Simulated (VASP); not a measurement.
# InP (Fm-3m) in VASP: a series of runs

InP is run at these levels: PBE, RPBE, revPBE; tasks: single point.

All numbers are computed with VASP 6.6.1; they aren't measurements. Logs are shortened: lines on timing, memory, paths and dates and some standing lists are left out, and cuts for length are marked.

### 1 The cell of the first run

The structure is cubic, space group Fm-3m (No. 225). Conventional cell: a = 5.646 Å, b = 5.646 Å, c = 5.646 Å, α = 90.00°, β = 90.00°, γ = 90.00°. Within 3.7 Å of In (site symmetry m-3m) lie 6 P at 2.82 Å. P (site symmetry m-3m) has 6 In at 2.82 Å within 3.7 Å.

### 2 Single point, PBE (volume scaled by 1.06)

Contents of INCAR:

```
SYSTEM = InP
  ALGO = Normal
  EDIFF = 1E-6
  ENCUT = 520
  GGA = PE
  ISIF = 2
  ISMEAR = -1
  LASPH = .True.
  LCHARG = .True.
  LELF = .True.
  LREAL = .False.
  LVHAR = .True.
  LWAVE = .False.
  NBANDS = 16
  NELM = 80
  PREC = Accurate
  SIGMA = 0.05
```

Contents of KPOINTS:

```
k-points
0
Gamma
  8 8 8
  0 0 0
```

Contents of POSCAR:

```
InP
1.0
    0.0000000000      2.8231386496      2.8231386496
    2.8231386496      0.0000000000      2.8231386496
    2.8231386496      2.8231386496      0.0000000000
In P
1 1
Direct
    0.0000000000      0.0000000000      0.0000000000
    0.5000000000      0.5000000000      0.5000000000
```

Potentials or basis: VASP PAW PBE potentials, release 64 (In_d, P).

Launch:

```console
$ cat potpaw_PBE.64/In_d/POTCAR potpaw_PBE.64/P/POTCAR > POTCAR
$ mpirun -np 1 vasp_std > vasp.out
```

OUTCAR:

```text
SYSTEM = InP
   EDIFF = 1E-6
   ENCUT = 520
   GGA = PE
   ISIF = 2
   ISMEAR = -1
   LASPH = .True.
   LREAL = .False.
   NELM = 80
   PREC = Accurate

 ion  position               nearest neighbor table
   1  0.000  0.000  0.000-   2 2.82   2 2.82   2 2.82   2 2.82   2 2.82   2 2.82
   2  0.500  0.500  0.500-   1 2.82   1 2.82   1 2.82   1 2.82   1 2.82   1 2.82

  LATTYP: Found a face centered cubic cell.
 ALAT       =     5.6462772992

  Lattice vectors:

 A1 = (   0.0000000000,   2.8231386496,   2.8231386496)
 A2 = (   2.8231386496,   0.0000000000,   2.8231386496)
 A3 = (   2.8231386496,   2.8231386496,   0.0000000000)

Analysis of symmetry for initial positions (statically):
=====================================================================
 Subroutine PRICEL returns:
 Original cell was already a primitive cell.

 Routine SETGRP: Setting up the symmetry group for a
 face centered cubic supercell.

 Subroutine GETGRP returns: Found 48 space group operations
 (whereof 48 operations were pure point group operations)
 out of a pool of 48 trial point group operations.

The static configuration has the point symmetry O_h .

Analysis of symmetry for dynamics (positions and initial velocities):
=====================================================================
 Subroutine PRICEL returns:
 Original cell was already a primitive cell.

 Routine SETGRP: Setting up the symmetry group for a
 face centered cubic supercell.

 Subroutine GETGRP returns: Found 48 space group operations
 (whereof 48 operations were pure point group operations)
 out of a pool of 48 trial point group operations.

The dynamic configuration has the point symmetry O_h .

 Subroutine INISYM returns: Found 48 space group operations
 (whereof 48 operations are pure point group operations),
 and found     1 'primitive' translations

----------------------------------------------------------------------------------------

                                     Primitive cell

  volume of cell :      45.0015

  direct lattice vectors                    reciprocal lattice vectors
     0.000000000  2.823138650  2.823138650    -0.177107844  0.177107844  0.177107844
     2.823138650  0.000000000  2.823138650     0.177107844 -0.177107844  0.177107844
     2.823138650  2.823138650  0.000000000     0.177107844  0.177107844 -0.177107844

  length of vectors
     3.992520967  3.992520967  3.992520967     0.306759785  0.306759785  0.306759785

  position of ions in fractional coordinates (direct lattice)
     0.000000000  0.000000000  0.000000000
     0.500000000  0.500000000  0.500000000

  ion indices of the primitive-cell ions
   primitive index   ion index
                 1           1
                 2           2

----------------------------------------------------------------------------------------

 KPOINTS: k-points

Automatic generation of k-mesh.
 Grid dimensions read from file:
 generate k-points for:    8    8    8

 Generating k-lattice:

  Cartesian coordinates                     Fractional coordinates (reciprocal lattice)
    -0.022138481  0.022138481  0.022138481     0.125000000  0.000000000  0.000000000
     0.022138481 -0.022138481  0.022138481     0.000000000  0.125000000  0.000000000
     0.022138481  0.022138481 -0.022138481     0.000000000  0.000000000  0.125000000

  Length of vectors
     0.038344973  0.038344973  0.038344973

  Shift w.r.t. Gamma in fractional coordinates (k-lattice)
     0.000000000  0.000000000  0.000000000

 Subroutine IBZKPT returns following result:
 ===========================================

 Found     29 irreducible k-points:

 Following reciprocal coordinates:
            Coordinates               Weight
  0.000000  0.000000  0.000000      1.000000
  0.125000  0.000000  0.000000      8.000000
  0.250000  0.000000  0.000000      8.000000
  0.375000  0.000000  0.000000      8.000000
  0.500000  0.000000  0.000000      4.000000
  0.125000  0.125000  0.000000      6.000000
[... 16 lines left out ...]
  0.500000  0.250000  0.125000     48.000000
 -0.375000  0.250000  0.125000     24.000000
 [... further k-points ...]
   k-points           NKPTS =     29   k-points in BZ     NKDIM =     29   number of bands    NBANDS=     16
   number of dos      NEDOS =    301   number of ions     NIONS =      2
   total plane-waves  NPLWV =  27000
   dimension x,y,z NGX =    30 NGY =   30 NGZ =   30
   dimension x,y,z NGXF=    60 NGYF=   60 NGZF=   60
   ions per type =               1   1
   NGX,Y,Z   is equivalent  to a cutoff of  12.49, 12.49, 12.49 a.u.
   NGXF,Y,Z  is equivalent  to a cutoff of  24.98, 24.98, 24.98 a.u.
 SYSTEM =  InP
   PREC   = accura    normal or accurate (medium, high low for compatibility)
   ISTART =      0    job   : 0-new  1-cont  2-samecut
   ICHARG =      2    charge: 1-file 2-atom 10-const
   ISPIN  =      1    spin polarized calculation?
   LNONCOLLINEAR =      F non collinear calculations
   LSORBIT =      F    spin-orbit coupling
   LASPH  =      T    aspherical Exc in radial PAW
   ENCUT  =  520.0 eV  38.22 Ry    6.18 a.u.   7.42  7.42  7.42*2*pi/ulx,y,z
   NELM   =     80;   NELMIN=  2; NELMDL= -5     # of ELM steps
   EDIFF  = 0.1E-05   stopping-criterion for ELM
   LREAL  =      F    real-space projection
   EDIFFG = 0.1E-04   stopping-criterion for IOM
   NSW    =      0    number of steps for IOM
   IBRION =     -1    ionic relax: 0-MD 1-quasi-New 2-CG
   NFREE  =      0    steps in history (QN), initial steepest desc. (CG)
   ISIF   =      2    stress and relaxation
   ISYM   =      2    0-nonsym 1-usesym 2-fastsym
   POTIM  = 0.5000    time-step for ionic-motion
   TEBEG  =    0.0;   TEEND  =   0.0 temperature during run
   PSTRESS=    0.0 pullay stress
   NELECT =      18.0000    total number of electrons
   NUPDOWN=      -1.0000    fix difference up-down
   EMIN   =  10.00;   EMAX   =-10.00  energy-range for DOS
   EFERMI =   0.00;   METHOD = LEGACY
   ISMEAR =    -1;   SIGMA  =   0.05  broadening in eV -4-tet -1-fermi 0-gaus
   EFERMI_NEDOS =   21; number of points for ismear=-14 and -15
   IALGO  =     38    algorithm
   IMIX   =      4    mixing-type and parameters
     AMIX     =   0.40;   BMIX     =  1.00
     AMIX_MAG =   1.60;   BMIX_MAG =  1.00
  volume/ion in A,a.u.               =      22.50       151.84
  Fermi-wavevector in a.u.,A,eV,Ry     =   1.206211  2.279409 19.795744  1.454946
  Thomas-Fermi vector in A             =   2.341885
   LORBIT       =      0    0 simple, 1 ext, 2 COOP (PROOUT), +10 PAW based schemes
   GGA     = PE    functional components
   LHFCALC =     F    Hartree Fock is set to
   AEXX    =    0.0000 exact exchange contribution
   IVDW    =     0    specifies the selected vdW correction
   LEPSILON=     F    determine dielectric tensor
   LRPA    =     F    only Hartree local field effects (RPA)
 non-spin polarized calculation
  energy-cutoff  :      520.00
  volume of cell :       45.00
 maximum number of plane-waves:      1243
 NGX is ok and might be reduce to    30
   NGX = 15   NGY = 15   NGZ = 15

 number of electron      17.9999993 magnetization

 Free energy of the ion-electron system (eV)
  ---------------------------------------------------
  ext. energy  EPLUGINS =         0.00000000
  ---------------------------------------------------
  free energy    TOTEN  =        -7.88272511 eV

  energy without entropy =       -7.86966302  energy(sigma->0) =       -7.87619406

 E-fermi :   6.4279     XC(G=0): -10.1287

 val. band max:        6.4214912901   @ k =   0.0000   0.0000   0.0000
 cond. band min:       6.4545550533   @ k =  -0.3750   0.3750   0.0000
 fundamental gap:      0.0330637633
 Fermi energy:         6.4279242629

 k-point     1 :       0.0000    0.0000    0.0000
  band No.  band energies     occupation
      1      -7.8297      2.00000
      2      -7.8297      2.00000
      3      -7.8141      2.00000
      4      -7.8141      2.00000
      5      -7.8141      2.00000
      6      -5.2408      2.00000
[... 8 lines left out ...]
     15      14.4639      0.00000
     16      14.4639      0.00000

 k-point     2 :       0.1250    0.0000    0.0000
  band No.  band energies     occupation
      1      -7.8357      2.00000
      2      -7.8357      2.00000
      3      -7.8142      2.00000
      4      -7.8055      2.00000
      5      -7.8055      2.00000
      6      -5.0599      2.00000
[... 8 lines left out ...]
     15      14.0550      0.00000
     16      14.4624      0.00000

 k-point     3 :       0.2500    0.0000    0.0000
  band No.  band energies     occupation
      1      -7.8534      2.00000
      2      -7.8534      2.00000
      3      -7.8155      2.00000
      4      -7.7817      2.00000
      5      -7.7817      2.00000
      6      -4.5402      2.00000
[... 8 lines left out ...]
     15      14.9776      0.00000
     16      14.9776      0.00000

 k-point     4 :       0.3750    0.0000    0.0000
  band No.  band energies     occupation
      1      -7.8714      2.00000
      2      -7.8714      2.00000
      3      -7.8182      2.00000
      4      -7.7571      2.00000
      5      -7.7571      2.00000
      6      -3.8055      2.00000
[... 8 lines left out ...]
     15      16.4263      0.00000
     16      16.4263      0.00000
[... 324 lines left out ...]
 k-point    22 :       0.3750    0.2500    0.1250
  band No.  band energies     occupation
      1      -7.9106      2.00000
      2      -7.8342      2.00000
      3      -7.8229      2.00000
      4      -7.7705      2.00000
      5      -7.7659      2.00000
      6      -4.0507      2.00000
[... 8 lines left out ...]
     15      17.2552      0.00000
     16      17.5231      0.00000

 k-point    23 :       0.5000    0.2500    0.1250
  band No.  band energies     occupation
      1      -7.9341      2.00000
      2      -7.8474      2.00000
      3      -7.8115      2.00000
      4      -7.7678      2.00000
      5      -7.7494      2.00000
      6      -3.3369      2.00000
[... 8 lines left out ...]
     15      17.4263      0.00000
     16      18.3682      0.00000

 k-point    24 :      -0.3750    0.2500    0.1250
  band No.  band energies     occupation
      1      -7.9423      2.00000
      2      -7.8542      2.00000
      3      -7.8007      2.00000
      4      -7.7740      2.00000
      5      -7.7411      2.00000
      6      -2.9159      2.00000
[... 8 lines left out ...]
     15      16.2404      0.00000
     16      18.8157      0.00000

 [... further k-points ...]
[... 5 lines left out ...]
  --------------------------------------------------------------------------------------
  -------------------------------------------------------------------------------------
  Total       -1.0446433     -1.0446433     -1.0446433      0.0000000     -0.0000000     -0.0000000
  in kB      -37.1922102    -37.1922102    -37.1922102      0.0000000     -0.0000000     -0.0000000
  external PRESSURE =     -37.1922102 kB  Pullay stress =       0.0000000 kB

 VOLUME and BASIS-vectors are now :
 -----------------------------------------------------------------------------
  energy-cutoff  :      520.00
  volume of cell :       45.00
      direct lattice vectors                 reciprocal lattice vectors
     0.000000000  2.823138650  2.823138650    -0.177107844  0.177107844  0.177107844
     2.823138650  0.000000000  2.823138650     0.177107844 -0.177107844  0.177107844
     2.823138650  2.823138650  0.000000000     0.177107844  0.177107844 -0.177107844

 POSITION                                       TOTAL-FORCE (eV/Angst)
 -----------------------------------------------------------------------------------
      0.00000      0.00000      0.00000        -0.000000      0.000000      0.000000
      2.82314      2.82314      2.82314         0.000000      0.000000     -0.000000
 -----------------------------------------------------------------------------------
    total drift:                               -0.000000      0.000000      0.000000

  FREE ENERGIE OF THE ION-ELECTRON SYSTEM (eV)
  ---------------------------------------------------
  free  energy   TOTEN  =        -7.8827251124 eV

  energy  without entropy=       -7.8696630158  energy(sigma->0) =       -7.87619406
```

Run time: 24 s. Hardware: 1 thread of Intel Xeon 6975P-C (Granite Rapids), shared host; peak memory 0.17 GiB.

What came out:

| Quantity | Value |
| --- | --- |
| Free energy | -7.8827 eV |
| Pressure | -3.7 GPa |
| Band gap on the k mesh | zero (band 9 reaches 6.63 eV, above the bottom of band 10 at 4.21 eV) |

Caveat: the cell differs from its parent crystal (volume scaled by 1.06); spin-orbit coupling is left out, which moves the levels of the heavy elements.

### 3 Single point, RPBE

This run uses another cell than the first one, of 21.23 Å³/atom, 0.943 times its volume.

Contents of INCAR:

```
PREC     = Accurate       # precision mode
ENCUT    = 520            # plane-wave cutoff, eV
EDIFF    = 1E-6           # SCF threshold, eV
ISMEAR   = -1             # smearing method
SIGMA    = 0.05           # smearing width, eV
LREAL    = F              # projectors in reciprocal space
LASPH    = T              # aspherical terms in the spheres
NELM     = 100            # most SCF steps
ALGO     = Normal         # electronic algorithm
ISIF     = 2              # what is computed and relaxed
LWAVE    = F              # write WAVECAR
LCHARG   = F              # write CHGCAR
GGA      = RP             # functional
NBANDS   = 16             # bands
```

Contents of KPOINTS:

```
regular mesh
0
Gamma
  8 8 8
```

Contents of POSCAR:

```
InP
1.0
    0.0000000000      2.7688340000      2.7688340000
    2.7688340000      0.0000000000      2.7688340000
    2.7688340000      2.7688340000      0.0000000000
In P
1 1
Direct
    0.0000000000      0.0000000000      0.0000000000
    0.5000000000      0.5000000000      0.5000000000
```

Potentials or basis: VASP PAW PBE potentials, release 64 (In_d, P).

Launch:

```console
$ cat potpaw_PBE.64/In_d/POTCAR potpaw_PBE.64/P/POTCAR > POTCAR
$ mpirun -np 1 vasp_std > vasp.out
```

Wall time 40 s (1 thread of Intel Xeon 8259CL, shared host); peak memory 0.14 GiB.

It converged, with:

```yaml
Free_energy: -7.1783 eV
Pressure: 1.8 GPa
Band_gap_on_the_k_mesh: zero (band 9 reaches 7.43 eV, above the bottom of band 10 at 4.82 eV)
```

Levels at points of the mesh, in eV from the Fermi level:
| k point | band 6 | band 7 | band 8 | band 9 | band 10 | band 11 | band 12 | band 13 |
| --- | --- | --- | --- | --- | --- | --- | --- | --- |
| (0.00, 0.00, 0.00) | -12.10 | -0.38 | -0.38 | -0.38 | 0.51 | 6.96 | 6.96 | 6.96 |
| (0.50, 0.00, 0.00) | -10.03 | -6.71 | 0.03 | 0.03 | 2.43 | 3.32 | 3.32 | 5.15 |
| (0.50, 0.50, 0.00) | -8.93 | -5.04 | -2.55 | -2.43 | -2.43 | 3.73 | 9.84 | 9.84 |

Caveat: the PAW data sets were made with another functional, which shifts forces and pressure a little; spin-orbit coupling is left out, which moves the levels of the heavy elements.

### 4 Single point, RPBE

This run uses another cell than the first one, of 21.77 Å³/atom, 0.968 times its volume.

Contents of INCAR:

```
SYSTEM = InP
PREC = Accurate ; ENCUT = 520
EDIFF = 1E-6 ; ISMEAR = -1
SIGMA = 0.05 ; LREAL = .False.
LASPH = .True. ; NELM = 100
ALGO = Normal ; ISIF = 2
LWAVE = .False. ; LCHARG = .True.
GGA = RP ; LELF = .True.
LVHAR = .True. ; NBANDS = 16
```

Contents of KPOINTS:

```
regular mesh
0
Gamma
  8 8 8
  0 0 0
```

Contents of POSCAR:

```
InP
1.0
    0.0000000000      2.7923246240      2.7923246240
    2.7923246240      0.0000000000      2.7923246240
    2.7923246240      2.7923246240      0.0000000000
In P
1 1
Direct
    0.0000000000      0.0000000000      0.0000000000
    0.5000000000      0.5000000000      0.5000000000
```

Launch:

```console
$ cat potpaw_PBE.64/In_d/POTCAR potpaw_PBE.64/P/POTCAR > POTCAR
$ mpirun -np 1 vasp_std > vasp.out
```

Wall time 45 s (1 thread of Intel Xeon 8259CL, shared host); peak memory 0.14 GiB.

The run converged. Its results:

```yaml
Free_energy: -7.1842 eV
Pressure: -0.1 GPa
Band_gap_on_the_k_mesh: zero (band 9 reaches 7.12 eV, above the bottom of band 10 at 4.60 eV)
```

Levels at points of the mesh, in eV from the Fermi level:
```tsv
k point	band 5	band 6	band 7	band 8	band 9	band 10	band 11	band 12	band 13	band 14
(0.00, 0.00, 0.00)	-14.35	-11.91	-0.36	-0.36	-0.36	0.32	6.97	6.97	6.97	8.29
(0.50, 0.00, 0.00)	-14.28	-9.92	-6.57	0.03	0.03	2.43	3.34	3.34	4.96	10.93
(0.50, 0.50, 0.00)	-14.25	-8.90	-4.88	-2.57	-2.34	-2.34	3.80	9.63	9.63	9.93
```

Caveat: the PAW data sets were made with another functional, which shifts forces and pressure a little; spin-orbit coupling is left out, which moves the levels of the heavy elements.

### 5 Single point, revPBE

This run uses another cell than the first one, of 21.23 Å³/atom, 0.943 times its volume.

Contents of INCAR:

```
  ALGO = Normal
  EDIFF = 1E-6
  ENCUT = 520
  GGA = RE
  ISIF = 2
  ISMEAR = -1
  LASPH = T
  LCHARG = T
  LELF = T
  LREAL = F
  LVHAR = T
  LWAVE = F
  NBANDS = 16
  NELM = 100
  PREC = Accurate
  SIGMA = 0.05
```

Contents of KPOINTS:

```
k-points
0
Gamma
  8 8 8
```

Contents of POSCAR:

```
InP
1.0
    0.0000000000      2.7688340000      2.7688340000
    2.7688340000      0.0000000000      2.7688340000
    2.7688340000      2.7688340000      0.0000000000
In P
1 1
Direct
    0.0000000000      0.0000000000      0.0000000000
    0.5000000000      0.5000000000      0.5000000000
```

Launch:

```console
$ cat potpaw_PBE.64/In_d/POTCAR potpaw_PBE.64/P/POTCAR > POTCAR
$ mpirun -np 1 vasp_std > vasp.out
```

Run time: 48 s. Hardware: 1 thread of Intel Xeon 8259CL, shared host; peak memory 0.15 GiB.

The run converged. Its results:

- Free energy: -7.2906 eV
- Pressure: 1.2 GPa
- Band gap on the k mesh: zero (band 9 reaches 7.41 eV, above the bottom of band 10 at 4.79 eV)

Levels at points of the mesh, in eV from the Fermi level:
| k point | band 5 | band 6 | band 7 | band 8 | band 9 | band 10 | band 11 | band 12 | band 13 | band 14 |
| --- | --- | --- | --- | --- | --- | --- | --- | --- | --- | --- |
| (0.00, 0.00, 0.00) | -14.37 | -12.10 | -0.38 | -0.38 | -0.38 | 0.49 | 6.97 | 6.97 | 6.97 | 8.42 |
| (0.50, 0.00, 0.00) | -14.29 | -10.03 | -6.72 | 0.04 | 0.04 | 2.42 | 3.32 | 3.32 | 5.13 | 11.05 |
| (0.50, 0.50, 0.00) | -14.26 | -8.93 | -5.04 | -2.57 | -2.43 | -2.43 | 3.73 | 9.82 | 9.82 | 10.12 |

Caveat: the PAW data sets were made with another functional, which shifts forces and pressure a little; spin-orbit coupling is left out, which moves the levels of the heavy elements.

### 6 Summary

```tsv
level	cell	gap on the mesh (eV)	pressure (GPa)
PBE	a = 3.993 Å, angles 60.0°, 2 atoms	none	-3.7
RPBE	a = 3.916 Å, angles 60.0°, 2 atoms	none	1.8
RPBE	a = 3.949 Å, angles 60.0°, 2 atoms	none	-0.1
revPBE	a = 3.916 Å, angles 60.0°, 2 atoms	none	1.2
```

Alike in all rows: task single point; potentials or basis VASP PAW PBE potentials, release 64 (In_d, P); no spin polarisation; k mesh 8 × 8 × 8; cutoff (eV) 520; smearing fermi-dirac 0.05 eV.

Caveats: spin-orbit coupling is left out, which moves the levels of the heavy elements; the PAW data sets were made with another functional, which shifts forces and pressure a little (some runs).

Absolute energies hang on the potentials; compare differences alone.
